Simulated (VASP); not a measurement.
Wanted: the native input for a VASP 6.6.1 run.

- Task: single point
- Functional: RPBE
- Potentials or basis: VASP PAW PBE potentials, release 64 (Al, P)
- Cutoff: 500 eV
- k mesh: 8 × 8 × 8
- Occupations: gaussian, width 0.05 eV
- Spin: no spin polarisation
- Dipole correction: no
- Further INCAR settings: ALGO = Normal; EDIFF = 1e-06; NBANDS = 11

The structure of AlP lies in POSCAR:

```
AlP
1.0
    0.0000000000      2.7904069911      2.7904069911
    2.7904069911      0.0000000000      2.7904069911
    2.7904069911      2.7904069911      0.0000000000
Al P
1 1
Direct
    0.0000000000      0.0000000000      0.0000000000
    0.7500000000      0.7500000000      0.7500000000
```

This cell differs from its parent crystal: volume scaled by 1.02.

The input as run:

INCAR

```
PREC     = Accurate       # precision mode
ENCUT    = 500            # plane-wave cutoff, eV
EDIFF    = 1E-6           # SCF threshold, eV
ISMEAR   = 0              # smearing method
SIGMA    = 0.05           # smearing width, eV
LREAL    = F              # projectors in reciprocal space
LASPH    = T              # aspherical terms in the spheres
NELM     = 120            # most SCF steps
ALGO     = Normal         # electronic algorithm
ISIF     = 2              # what is computed and relaxed
LWAVE    = F              # write WAVECAR
LCHARG   = F              # write CHGCAR
GGA      = RP             # functional
NBANDS   = 11             # bands
GGA_COMPAT= F
```

KPOINTS

```
regular mesh
0
Gamma
  8 8 8
```

Potentials or basis: VASP PAW PBE potentials, release 64 (Al, P).

Run with:

```console
$ cat potpaw_PBE.64/Al/POTCAR potpaw_PBE.64/P/POTCAR > POTCAR
$ mpirun -np 1 vasp_std > vasp.out
```

Results of the run:

```
Pressure               : -1.7 GPa
Band gap on the k mesh : 1.79 eV, indirect (least direct gap 2.89 eV)
```

Caveat: the PAW data sets were made with another functional, which shifts forces and pressure a little.

Wall time 17 s on 1 thread of Intel(R) Xeon(R) Platinum 8488C (Sapphire Rapids), on a shared host, peak memory 0.16 GiB.
